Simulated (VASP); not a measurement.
# Y (Fm-3m) in VASP: a series of runs

Y is run at these levels: PBE; tasks: single point, relaxation of cell and atoms.

Everything below comes from runs of VASP 6.6.1. Logs are shortened: lines on timing, memory, paths and dates and some standing lists are left out, and cuts for length are marked.

## Step 1: The cell of the first run

The structure is cubic, space group Fm-3m (No. 225). Conventional cell: a = 3.994 Å, b = 3.994 Å, c = 3.994 Å, α = 90.00°, β = 90.00°, γ = 90.00°. Y (site symmetry m-3m) has 12 Y at 2.82 Å within 3.7 Å.

## Step 2: Single point, PBE

Contents of INCAR:

```
SYSTEM = Y
PREC = Accurate
ENCUT = 520
EDIFF = 1E-7
ISMEAR = -1
SIGMA = 0.05
LREAL = .False.
LASPH = .True.
NELM = 80
ALGO = Normal
ISIF = 2
LWAVE = .False.
LCHARG = .True.
GGA = PE
LELF = .True.
LVHAR = .True.
NBANDS = 12
```

Contents of KPOINTS:

```
Automatic mesh
0
Gamma
  16 16 16
  0 0 0
```

Contents of POSCAR:

```
Y
1.0
    0.0000000000      1.9969829623      1.9969829623
    1.9969829623      0.0000000000      1.9969829623
    1.9969829623      1.9969829623      0.0000000000
Y
1
Direct
    0.0000000000      0.0000000000      0.0000000000
```

Potentials or basis: VASP PAW PBE potentials, release 64 (Y_sv).

Launch:

```bash
cat potpaw_PBE.64/Y_sv/POTCAR > POTCAR
mpirun -np 1 vasp_std > vasp.out
```

OUTCAR:

```text
SYSTEM = Y
   PREC = Accurate
   ENCUT = 520
   EDIFF = 1E-7
   ISMEAR = -1
   LREAL = .False.
   LASPH = .True.
   NELM = 80
   ISIF = 2
   GGA = PE

 ion  position               nearest neighbor table
   1  0.000  0.000  0.000-

  LATTYP: Found a face centered cubic cell.
 ALAT       =     3.9939659246

  Lattice vectors:

 A1 = (   0.0000000000,   1.9969829623,   1.9969829623)
 A2 = (   1.9969829623,   0.0000000000,   1.9969829623)
 A3 = (   1.9969829623,   1.9969829623,   0.0000000000)

Analysis of symmetry for initial positions (statically):
=====================================================================
 Subroutine PRICEL returns:
 Original cell was already a primitive cell.

 Routine SETGRP: Setting up the symmetry group for a
 face centered cubic supercell.

 Subroutine GETGRP returns: Found 48 space group operations
 (whereof 48 operations were pure point group operations)
 out of a pool of 48 trial point group operations.

The static configuration has the point symmetry O_h .

Analysis of symmetry for dynamics (positions and initial velocities):
=====================================================================
 Subroutine PRICEL returns:
 Original cell was already a primitive cell.

 Routine SETGRP: Setting up the symmetry group for a
 face centered cubic supercell.

 Subroutine GETGRP returns: Found 48 space group operations
 (whereof 48 operations were pure point group operations)
 out of a pool of 48 trial point group operations.

The dynamic configuration has the point symmetry O_h .

 Subroutine INISYM returns: Found 48 space group operations
 (whereof 48 operations are pure point group operations),
 and found     1 'primitive' translations

----------------------------------------------------------------------------------------

                                     Primitive cell

  volume of cell :      15.9277

  direct lattice vectors                    reciprocal lattice vectors
     0.000000000  1.996982962  1.996982962    -0.250377699  0.250377699  0.250377699
     1.996982962  0.000000000  1.996982962     0.250377699 -0.250377699  0.250377699
     1.996982962  1.996982962  0.000000000     0.250377699  0.250377699 -0.250377699

  length of vectors
     2.824160389  2.824160389  2.824160389     0.433666897  0.433666897  0.433666897

  position of ions in fractional coordinates (direct lattice)
     0.000000000  0.000000000  0.000000000

  ion indices of the primitive-cell ions
   primitive index   ion index
                 1           1

----------------------------------------------------------------------------------------

 KPOINTS: Automatic mesh

Automatic generation of k-mesh.
 Grid dimensions read from file:
 generate k-points for:   16   16   16

 Generating k-lattice:

  Cartesian coordinates                     Fractional coordinates (reciprocal lattice)
    -0.015648606  0.015648606  0.015648606     0.062500000  0.000000000  0.000000000
     0.015648606 -0.015648606  0.015648606     0.000000000  0.062500000  0.000000000
     0.015648606  0.015648606 -0.015648606     0.000000000  0.000000000  0.062500000

  Length of vectors
     0.027104181  0.027104181  0.027104181

  Shift w.r.t. Gamma in fractional coordinates (k-lattice)
     0.000000000  0.000000000  0.000000000

 Subroutine IBZKPT returns following result:
 ===========================================

 Found    145 irreducible k-points:

 Following reciprocal coordinates:
            Coordinates               Weight
  0.000000  0.000000  0.000000      1.000000
  0.062500  0.000000  0.000000      8.000000
  0.125000  0.000000  0.000000      8.000000
  0.187500  0.000000  0.000000      8.000000
  0.250000  0.000000  0.000000      8.000000
  0.312500  0.000000  0.000000      8.000000
[... 16 lines left out ...]
 -0.125000  0.062500  0.000000     24.000000
 -0.062500  0.062500  0.000000     12.000000
 [... further k-points ...]
   k-points           NKPTS =    145   k-points in BZ     NKDIM =    145   number of bands    NBANDS=     12
   number of dos      NEDOS =    301   number of ions     NIONS =      1
   total plane-waves  NPLWV =  13824
   dimension x,y,z NGX =    24 NGY =   24 NGZ =   24
   dimension x,y,z NGXF=    48 NGYF=   48 NGZF=   48
   ions per type =               1
   NGX,Y,Z   is equivalent  to a cutoff of  14.13, 14.13, 14.13 a.u.
   NGXF,Y,Z  is equivalent  to a cutoff of  28.26, 28.26, 28.26 a.u.
 SYSTEM =  Y
   PREC   = accura    normal or accurate (medium, high low for compatibility)
   ISTART =      0    job   : 0-new  1-cont  2-samecut
   ICHARG =      2    charge: 1-file 2-atom 10-const
   ISPIN  =      1    spin polarized calculation?
   LNONCOLLINEAR =      F non collinear calculations
   LSORBIT =      F    spin-orbit coupling
   LASPH  =      T    aspherical Exc in radial PAW
   ENCUT  =  520.0 eV  38.22 Ry    6.18 a.u.   5.25  5.25  5.25*2*pi/ulx,y,z
   NELM   =     80;   NELMIN=  2; NELMDL= -5     # of ELM steps
   EDIFF  = 0.1E-06   stopping-criterion for ELM
   LREAL  =      F    real-space projection
   EDIFFG = 0.1E-05   stopping-criterion for IOM
   NSW    =      0    number of steps for IOM
   IBRION =     -1    ionic relax: 0-MD 1-quasi-New 2-CG
   NFREE  =      0    steps in history (QN), initial steepest desc. (CG)
   ISIF   =      2    stress and relaxation
   ISYM   =      2    0-nonsym 1-usesym 2-fastsym
   POTIM  = 0.5000    time-step for ionic-motion
   TEBEG  =    0.0;   TEEND  =   0.0 temperature during run
   PSTRESS=    0.0 pullay stress
   NELECT =      11.0000    total number of electrons
   NUPDOWN=      -1.0000    fix difference up-down
   EMIN   =  10.00;   EMAX   =-10.00  energy-range for DOS
   EFERMI =   0.00;   METHOD = LEGACY
   ISMEAR =    -1;   SIGMA  =   0.05  broadening in eV -4-tet -1-fermi 0-gaus
   EFERMI_NEDOS =   21; number of points for ismear=-14 and -15
   IALGO  =     38    algorithm
   IMIX   =      4    mixing-type and parameters
     AMIX     =   0.40;   BMIX     =  1.00
     AMIX_MAG =   1.60;   BMIX_MAG =  1.00
  volume/ion in A,a.u.               =      15.93       107.49
  Fermi-wavevector in a.u.,A,eV,Ry     =   1.447065  2.734556 28.490560  2.093997
  Thomas-Fermi vector in A             =   2.565062
   LORBIT       =      0    0 simple, 1 ext, 2 COOP (PROOUT), +10 PAW based schemes
   GGA     = PE    functional components
   LHFCALC =     F    Hartree Fock is set to
   AEXX    =    0.0000 exact exchange contribution
   IVDW    =     0    specifies the selected vdW correction
   LEPSILON=     F    determine dielectric tensor
   LRPA    =     F    only Hartree local field effects (RPA)
 non-spin polarized calculation
  energy-cutoff  :      520.00
  volume of cell :       15.93
 maximum number of plane-waves:       445
 NGX is ok and might be reduce to    24
   NGX = 11   NGY = 11   NGZ = 11

 number of electron      11.0000000 magnetization

 Free energy of the ion-electron system (eV)
  ---------------------------------------------------
  ext. energy  EPLUGINS =         0.00000000
  ---------------------------------------------------
  free energy    TOTEN  =        -3.85535726 eV

  energy without entropy =       -3.84693571  energy(sigma->0) =       -3.85114648

 E-fermi :   7.5418     XC(G=0): -12.6961

 val. band max:        7.5384960976   @ k =  -0.4375   0.1875   0.0625
 cond. band min:       7.5428507172   @ k =  -0.4375   0.1875   0.0000
 fundamental gap:      0.0043546196
 Fermi energy:         7.5417794251

 k-point     1 :       0.0000    0.0000    0.0000
  band No.  band energies     occupation
      1     -34.8560      2.00000
      2     -12.4467      2.00000
      3     -12.4467      2.00000
      4     -12.4467      2.00000
      5       3.2222      2.00000
      6       9.7323      0.00000
      7       9.7323      0.00000
      8       9.7323      0.00000
      9      14.2302      0.00000
     10      14.2302      0.00000
     11      18.3323      0.00000
     12      24.3080      0.00000

 k-point     2 :       0.0625    0.0000    0.0000
  band No.  band energies     occupation
      1     -34.8218      2.00000
      2     -12.6456      2.00000
      3     -12.4673      2.00000
      4     -12.4673      2.00000
      5       3.4679      2.00000
      6       9.5009      0.00000
      7       9.8367      0.00000
      8       9.8367      0.00000
      9      14.0527      0.00000
     10      14.0527      0.00000
     11      18.8442      0.00000
     12      23.6304      0.00000

 k-point     3 :       0.1250    0.0000    0.0000
  band No.  band energies     occupation
      1     -34.7232      2.00000
      2     -13.1864      2.00000
      3     -12.5252      2.00000
      4     -12.5252      2.00000
      5       4.1040      2.00000
      6       9.0255      0.00000
      7      10.0937      0.00000
      8      10.0937      0.00000
      9      13.6850      0.00000
     10      13.6850      0.00000
     11      20.0247      0.00000
     12      22.5877      0.00000

 k-point     4 :       0.1875    0.0000    0.0000
  band No.  band energies     occupation
      1     -34.5717      2.00000
      2     -13.9387      2.00000
      3     -12.6103      2.00000
      4     -12.6103      2.00000
      5       4.8114      2.00000
      6       8.7725      0.00000
      7      10.3042      0.00000
      8      10.3042      0.00000
      9      13.5198      0.00000
     10      13.5198      0.00000
     11      20.2101      0.00000
     12      23.2050      0.00000

 k-point     5 :       0.2500    0.0000    0.0000
  band No.  band energies     occupation
      1     -34.3866      2.00000
      2     -14.7596      2.00000
      3     -12.7082      2.00000
      4     -12.7082      2.00000
      5       5.1287      2.00000
      6       9.2158      0.00000
      7      10.2207      0.00000
      8      10.2207      0.00000
      9      13.9299      0.00000
     10      13.9299      0.00000
     11      19.3764      0.00000
     12      25.4451      0.00000
[... 228 lines left out ...]
      1     -34.2989      2.00000
      2     -15.0252      2.00000
      3     -12.9405      2.00000
      4     -12.6857      2.00000
      5       5.3512      2.00000
      6       9.2317      0.00000
      7       9.9917      0.00000
      8      10.2354      0.00000
      9      13.3624      0.00000
     10      15.2830      0.00000
     11      19.6650      0.00000
     12      26.2668      0.00000

 k-point    22 :      -0.1875    0.0625    0.0000
  band No.  band energies     occupation
      1     -34.4870      2.00000
      2     -14.2404      2.00000
      3     -12.8267      2.00000
      4     -12.5872      2.00000
      5       5.1933      2.00000
      6       8.5637      0.00000
      7      10.3108      0.00000
      8      10.4386      0.00000
      9      12.7668      0.00000
     10      14.4337      0.00000
     11      20.4877      0.00000
     12      23.9057      0.00000

 k-point    23 :      -0.1250    0.0625    0.0000
  band No.  band energies     occupation
      1     -34.6498      2.00000
      2     -13.4898      2.00000
      3     -12.7022      2.00000
      4     -12.5100      2.00000
      5       4.5483      2.00000
      6       8.6666      0.00000
      7      10.2567      0.00000
      8      10.3271      0.00000
      9      12.9271      0.00000
     10      14.1025      0.00000
     11      20.7841      0.00000
     12      22.5733      0.00000

 k-point    24 :      -0.0625    0.0625    0.0000
  band No.  band energies     occupation
      1     -34.7662      2.00000
      2     -12.9157      2.00000
      3     -12.5753      2.00000
      4     -12.4675      2.00000
      5       3.8495      2.00000
      6       9.1339      0.00000
      7       9.9657      0.00000
      8      10.0826      0.00000
      9      13.4978      0.00000
     10      14.1237      0.00000
     11      19.6114      0.00000
     12      23.1903      0.00000

 [... further k-points ...]

------------------------ aborting loop because EDIFF is reached ----------------------------------------

  FORCE on cell =-STRESS in cart. coord.  units (eV):
  Direction    XX          YY          ZZ          XY          YZ          ZX
  --------------------------------------------------------------------------------------
  -------------------------------------------------------------------------------------
  Total        8.0596870      8.0596870      8.0596870     -0.0000000     -0.0000000      0.0000000
  in kB      810.7289581    810.7289581    810.7289581     -0.0000000     -0.0000000      0.0000000
  external PRESSURE =     810.7289581 kB  Pullay stress =       0.0000000 kB

 VOLUME and BASIS-vectors are now :
 -----------------------------------------------------------------------------
  energy-cutoff  :      520.00
  volume of cell :       15.93
      direct lattice vectors                 reciprocal lattice vectors
     0.000000000  1.996982962  1.996982962    -0.250377699  0.250377699  0.250377699
     1.996982962  0.000000000  1.996982962     0.250377699 -0.250377699  0.250377699
     1.996982962  1.996982962  0.000000000     0.250377699  0.250377699 -0.250377699

 POSITION                                       TOTAL-FORCE (eV/Angst)
 -----------------------------------------------------------------------------------
      0.00000      0.00000      0.00000        -0.000000     -0.000000      0.000000
 -----------------------------------------------------------------------------------
    total drift:                               -0.000000      0.000000     -0.000000

  FREE ENERGIE OF THE ION-ELECTRON SYSTEM (eV)
  ---------------------------------------------------
  free  energy   TOTEN  =        -3.8553572552 eV

  energy  without entropy=       -3.8469357053  energy(sigma->0) =       -3.85114648
```

It took 26 s on 1 thread of Intel Xeon Platinum 8259CL at 2.50GHz (Skylake/Cascade Lake), shared host; peak memory 0.18 GiB.

Results:

```
Free energy : -3.8554 eV
Pressure    : 81.1 GPa
```

## Step 3: Relaxation of cell and atoms, PBE, target pressure 81 GPa, at which the enthalpy is minimised

Contents of INCAR:

```
ALGO     = Normal         # electronic algorithm
EDIFF    = 1E-7           # SCF threshold, eV
EDIFFG   = -0.005         # ionic threshold
ENCUT    = 600            # plane-wave cutoff, eV
GGA      = PE             # functional
IBRION   = 2              # ionic algorithm
ISIF     = 3              # what is computed and relaxed
ISMEAR   = -1             # smearing method
LASPH    = True           # aspherical terms in the spheres
LCHARG   = False          # write CHGCAR
LREAL    = False          # projectors in reciprocal space
LWAVE    = False          # write WAVECAR
NELM     = 80             # most SCF steps
NSW      = 32             # ionic steps
PREC     = Accurate       # precision mode
PSTRESS  = 810.0        
SIGMA    = 0.05           # smearing width, eV
```

Contents of KPOINTS:

```
k-points
0
Gamma
  16 16 16
```

POSCAR is that of step 2.

Potentials or basis: VASP PAW PBE potentials, release 64 (Y_sv).

Launch:

```bash
cat potpaw_PBE.64/Y_sv/POTCAR > POTCAR
mpirun -np 1 vasp_std > vasp.out
```

It took 37 s on 1 thread of Intel Xeon Platinum 8259CL at 2.50GHz (Skylake/Cascade Lake), shared host; peak memory 0.18 GiB.

The run converged. Its results:

| Quantity | Value |
| --- | --- |
| Free energy | -3.8587 eV |
| Relaxed volume | 15.93 Å³/atom |
| Relaxed cell | a = 2.825 Å, b = 2.825 Å, c = 2.825 Å, α = 60.00°, β = 60.00°, γ = 60.00° |
| Space group after relaxing (to 0.05 Å) | Fm-3m (No. 225) |
| Energy change on relaxing (the enthalpy is what falls) | -3.0 meV/atom |
| Ionic steps | 3 |
| Pressure after relaxing | 81.0 GPa |

The path:
```csv
step,energy change (eV),largest force (eV/Å),pressure (GPa),volume (Å³)
1,0.0000,0.0000,81.09,15.93
2,-0.0100,0.0000,80.79,15.95
3,-0.0030,0.0000,81.00,15.93
```

Final structure:
```yaml
crystal:
  lattice:
    - [0.00000, 1.99723, 1.99723]
    - [1.99723, 0.00000, 1.99723]
    - [1.99723, 1.99723, 0.00000]
  atoms:
    - { symbol: Y, position: [0.00000, 0.00000, 0.00000] }
```

Levels at points of the mesh, in eV from the Fermi level:
```tsv
k point	band 3	band 4	band 5	band 6	band 7	band 8
(0.00, 0.00, 0.00)	-19.99	-19.99	-4.32	2.19	2.19	2.19
(0.50, 0.00, 0.00)	-20.50	-20.50	-3.04	1.71	1.71	5.20
(0.50, 0.50, 0.00)	-21.46	-21.46	-4.33	-3.22	8.54	10.26
```

Caveat: the cell is relaxed towards a set pressure, so the enthalpy falls and the energy may rise.

## Step 4: Relaxation of cell and atoms, PBE, target pressure 81 GPa, at which the enthalpy is minimised

Contents of INCAR:

```
PREC = Accurate
ENCUT = 600
EDIFF = 1E-6
ISMEAR = -1
SIGMA = 0.05
LREAL = False
LASPH = True
NELM = 100
ALGO = Normal
ISIF = 3
LWAVE = False
LCHARG = False
GGA = PE
IBRION = 2
NSW = 60
EDIFFG = -0.005
PSTRESS = 810.0
```

Contents of KPOINTS:

```
regular mesh
0
Gamma
  16 16 16
```

Contents of POSCAR:

```
Y
1.0
    0.0000000000      1.9974786300      1.9974786300
    1.9974786300      0.0000000000      1.9974786300
    1.9974786300      1.9974786300      0.0000000000
Y
1
Direct
    0.0000000000      0.0000000000      0.0000000000
```

Launch:

```bash
cat potpaw_PBE.64/Y_sv/POTCAR > POTCAR
mpirun -np 1 vasp_std > vasp.out
```

Wall time 38 s (1 thread of Intel Xeon Platinum 8259CL at 2.50GHz (Skylake/Cascade Lake), shared host); peak memory 0.18 GiB.

Results (log left out):

| Property | Result |
| --- | --- |
| Free energy | -3.8586 eV |
| Relaxed volume | 15.93 Å³/atom |
| Relaxed cell | a = 2.825 Å, b = 2.825 Å, c = 2.825 Å, α = 60.00°, β = 60.00°, γ = 60.00° |
| Space group after relaxing (to 0.05 Å) | Fm-3m (No. 225) |
| Energy change on relaxing (the enthalpy is what falls) | +3.1 meV/atom |
| Ionic steps | 3 |
| Pressure after relaxing | 81.0 GPa |

Step by step:
```
step  energy change (eV)  largest force (eV/Å)  pressure (GPa)  volume (Å³)
   1              0.0000                0.0000           80.91        15.94
   2              0.0109                0.0000           81.24        15.92
   3              0.0031                0.0000           80.99        15.93
```

Final structure:
```
Y
1.0
     0.00000    1.99723    1.99723
     1.99723    0.00000    1.99723
     1.99723    1.99723    0.00000
Y
1
Direct
  0.00000 0.00000 0.00000
```

Levels at points of the mesh, in eV from the Fermi level:
```tsv
k point	band 3	band 4	band 5	band 6	band 7	band 8
(0.00, 0.00, 0.00)	-19.99	-19.99	-4.32	2.19	2.19	2.19
(0.50, 0.00, 0.00)	-20.50	-20.50	-3.04	1.71	1.71	5.20
(0.50, 0.50, 0.00)	-21.46	-21.46	-4.33	-3.22	8.54	10.26
```

Caveat: the cell is relaxed towards a set pressure, so the enthalpy falls and the energy may rise.

## Step 5: The runs side by side

| task | cell | cutoff (eV) | gap on the mesh (eV) | pressure (GPa) |
| --- | --- | --- | --- | --- |
| single point | a = 2.824 Å, angles 60.0°, 1 atom | 520 | none | 81.1 |
| relaxation of cell and atoms | relaxed to 81 GPa from a = 2.824 Å, angles 60.0°, 1 atom | 600 | none | 81.0 |
| relaxation of cell and atoms | relaxed to 81 GPa from a = 2.825 Å, angles 60.0°, 1 atom | 600 | none | 81.0 |

Alike in all rows: level PBE; potentials or basis VASP PAW PBE potentials, release 64 (Y_sv); no spin polarisation; k mesh 16 × 16 × 16; smearing fermi-dirac 0.05 eV.

Caveats: the cell is relaxed towards a set pressure, so the enthalpy falls and the energy may rise (some runs).

Absolute energies hang on the potentials; compare differences alone.
